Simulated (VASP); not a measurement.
Runs of VASP 6.6.1 on Y. The structure is that of space group Pm-3m (No. 221), or close to it. The cells are those of the table. 

```csv
task,cell,cutoff (eV),gap on the mesh (eV),pressure (GPa)
relaxation of cell and atoms,"relaxed to 20 GPa from a = 3.310 Å, 1 atom",600,none,20.0
single point,"a = 3.264 Å, 1 atom",520,none,0.1
relaxation of cell and atoms,"relaxed to 30 GPa from a = 3.310 Å, 1 atom",600,none,30.0
relaxation of cell and atoms,"relaxed to 10 GPa from a = 3.310 Å, 1 atom",600,none,9.9
single point,"a = 2.748 Å, 1 atom",520,none,(a)
single point,"a = 2.996 Å, 1 atom",520,none,10.1
single point,"a = 2.840 Å, 1 atom",520,none,20.2
relaxation of cell and atoms,"relaxed from a = 3.310 Å, 1 atom",600,none,0.0
```

Alike in all rows: level r2SCAN; potentials or basis VASP PAW PBE potentials, release 64 (Y_sv); no spin polarisation; k mesh 7 × 7 × 7; smearing fermi-dirac 0.05 eV.

Task: Estimate the missing entries.

Result: (a) 30.3.

Caveats: the PAW data sets were made with another functional, which shifts forces and pressure a little; the cell is relaxed towards a set pressure, so the enthalpy falls and the energy may rise (some runs).

A k mesh can miss the band edges, and the runs leave out spin-orbit coupling on Y.

A gap of «none» marks levels without a gap at the run's occupations.
